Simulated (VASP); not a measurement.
Al2Cu:

```xyz
6
Lattice="2.7637 0.0000 0.0000 -1.3819 2.3935 0.0000 0.0000 0.0000 13.3083" Properties=species:S:1:pos:R:3 pbc="T T T"
Al    0.0000    1.5956    0.0000
Al    1.3819    0.7978   11.0903
Al    1.3819    0.7978    2.2181
Al    1.3819    0.7978    6.6542
Cu    0.0000    1.5956    8.8722
Cu    0.0000    1.5956    4.4361
```

```yaml
Program: VASP 6.6.1
Task: relaxation of cell and atoms
Functional: PBE
Potentials_or_basis: VASP PAW PBE potentials, release 64 (Al, Cu)
Cutoff: 600 eV
k_mesh: 6 × 6 × 2
Occupations: gaussian, width 0.1 eV
Spin: no spin polarisation
```

At the start: pressure 1.0 GPa; volume 14.67 Å³/atom.

Q: How do energy, volume and symmetry change on relaxing?

A: Over 14 steps the energy falls by 57.8 meV/atom and the volume is 14.83 Å³/atom (+1.1 %); space group P-6m2 (No. 187, to 0.1 Å) before and after.

Step by step:
| step | energy change (eV) | largest force (eV/Å) | pressure (GPa) | volume (Å³) |
| --- | --- | --- | --- | --- |
| 1 | 0.0000 | 0.8965 | 1.00 | 88.03 |
| 2 | -0.1263 | 0.5975 | -1.08 | 89.18 |
| 3 | -0.2597 | 0.5016 | -2.87 | 92.32 |
| 4 | -0.2742 | 0.3790 | -2.51 | 91.37 |
| 5 | -0.2764 | 0.4049 | -2.57 | 91.59 |
| 6 | -0.2984 | 0.4154 | 1.85 | 87.71 |
| 7 | -0.3096 | 0.4183 | -0.01 | 89.10 |
| 8 | -0.3352 | 0.2292 | 0.70 | 88.33 |
| 9 | -0.3384 | 0.1301 | 1.02 | 87.93 |
| 10 | -0.3447 | 0.0569 | -0.51 | 89.43 |
| 11 | -0.3450 | 0.0497 | -0.26 | 89.18 |
| 12 | -0.3467 | 0.0558 | -0.04 | 89.09 |
| 13 | -0.3467 | 0.0550 | -0.07 | 89.10 |
| 14 | -0.3470 | 0.0230 | 0.13 | 88.97 |

Final structure:
```cif
data_structure
_symmetry_space_group_name_H-M 'P 1'
_symmetry_Int_Tables_number 1
_cell_length_a 2.8668
_cell_length_b 2.8668
_cell_length_c 12.4995
_cell_angle_alpha 90.000
_cell_angle_beta 90.000
_cell_angle_gamma 120.000
_cell_volume 88.97
loop_
_atom_site_label
_atom_site_type_symbol
_atom_site_fract_x
_atom_site_fract_y
_atom_site_fract_z
_atom_site_occupancy
Al1 Al 0.33333 0.66667 0.00000 1
Al2 Al 0.66667 0.33333 0.81925 1
Al3 Al 0.66667 0.33333 0.18075 1
Al4 Al 0.66667 0.33333 0.50000 1
Cu1 Cu 0.33333 0.66667 0.65820 1
Cu2 Cu 0.33333 0.66667 0.34180 1
```

Caveat: the k points lie up to 0.42 Å⁻¹ apart in the final cell, too coarse for converged energies and pressures of a metal.
